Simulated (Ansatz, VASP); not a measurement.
**One calculation of La2Y4O9, two programs**

```xyz
15
Lattice="0.0325 -0.0187 5.8684 -0.0357 6.4434 -0.0208 -5.5980 -3.1908 -0.0208" Properties=species:S:1:pos:R:3 pbc="T T T"
Y    -1.8761    1.1196    4.3782
Y    -3.7974    4.2970    4.3574
Y    -3.6936    2.1689    1.4486
Y     0.0188    2.0937    1.4694
La   -5.5860    1.0842    4.4257
La   -1.8693   -1.0617    1.4011
O    -1.8633    1.1358    2.0907
O    -3.8051    4.2777    2.0700
O    -5.5519    1.0645    1.9678
O    -3.6859    2.1881    3.7361
O     0.0060    2.0774    3.7569
O    -1.9034   -1.0420    3.8591
O    -3.7439    0.0206   -0.0208
O     0.0888    0.1538    0.0000
O    -1.9786    3.0781   -0.0208
```

Alike in both runs: task single point; functional PBEsol; k mesh 4 × 4 × 4; occupations gaussian, width 0.02 eV; no spin polarisation.

|  | VASP | Ansatz |
| --- | --- | --- |
| version | VASP 6.6.1 | Ansatz 0.2.0 |
| potentials or method | VASP PAW PBE potentials, release 64 (Y_sv, La, O), cutoff 520 eV | scalar-relativistic, plane waves, PAW |
| valence electrons in the cell | 120 | 120 |

|  | VASP | Ansatz | Ansatz less VASP |
| --- | --- | --- | --- |
| gap on the k mesh at the Fermi level (eV) | 4.01 | 4.02 | +0.008 |
| least direct gap on the mesh (eV) | 4.01 | 4.02 | +0.008 |
| pressure (GPa) | -0.1 | 0.0 | +0.09 |
| rms of the force components (eV/Å) | 0.006 | 0.001 | -0.0050 |

VASP's potentials were made for PBE, not for PBEsol.

Spin-orbit coupling is off throughout.
